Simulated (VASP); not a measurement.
Crystal: SiRu.

```
Si Ru
1.0
     4.73589    0.00000    0.00000
     0.00000    4.73589    0.00000
     0.00000    0.00000    4.73589
Si Ru
4 4
Direct
  0.16244 0.33756 0.66244
  0.33756 0.66244 0.16244
  0.66244 0.16244 0.33756
  0.83756 0.83756 0.83756
  0.87078 0.62922 0.37078
  0.62922 0.37078 0.87078
  0.37078 0.87078 0.62922
  0.12922 0.12922 0.12922
```

| Quantity | Value |
| --- | --- |
| Program | VASP 6.6.1 |
| Task | relaxation of cell and atoms |
| Functional | r2SCAN |
| Potentials or basis | VASP PAW PBE potentials, release 64 (Si, Ru_pv) |
| Cutoff | 550 eV |
| k mesh | 6 × 6 × 6 |
| Occupations | fermi-dirac, width 0.02 eV |
| Spin | no spin polarisation |

At the start: pressure -4.2 GPa; volume 13.28 Å³/atom.

Task: Where does the relaxation end?

Result: Over 6 steps the energy falls by 3.0 meV/atom and the volume is 13.05 Å³/atom (-1.7 %); space group P2_13 (No. 198, to 0.1 Å) before and after.

Step by step:
```
step  energy change (eV)  largest force (eV/Å)  pressure (GPa)  volume (Å³)
   1              0.0000                0.1011           -4.25       106.22
   2              0.0886                0.3274           10.11       100.90
   3             -0.0238                0.0260           -0.06       104.51
   4             -0.0238                0.0286            0.02       104.47
   5             -0.0239                0.0194            0.03       104.45
   6             -0.0240                0.0013            0.05       104.39
```

Final structure:
```yaml
crystal:
  lattice:
    - [4.70859, 0.00000, 0.00000]
    - [0.00000, 4.70859, 0.00000]
    - [0.00000, 0.00000, 4.70859]
  atoms:
    - { symbol: Si, position: [0.16241, 0.33759, 0.66241] }
    - { symbol: Si, position: [0.33759, 0.66241, 0.16241] }
    - { symbol: Si, position: [0.66241, 0.16241, 0.33759] }
    - { symbol: Si, position: [0.83759, 0.83759, 0.83759] }
    - { symbol: Ru, position: [0.87055, 0.62945, 0.37055] }
    - { symbol: Ru, position: [0.62945, 0.37055, 0.87055] }
    - { symbol: Ru, position: [0.37055, 0.87055, 0.62945] }
    - { symbol: Ru, position: [0.12945, 0.12945, 0.12945] }
```

Caveat: the PAW data sets were made with another functional, which shifts forces and pressure a little.
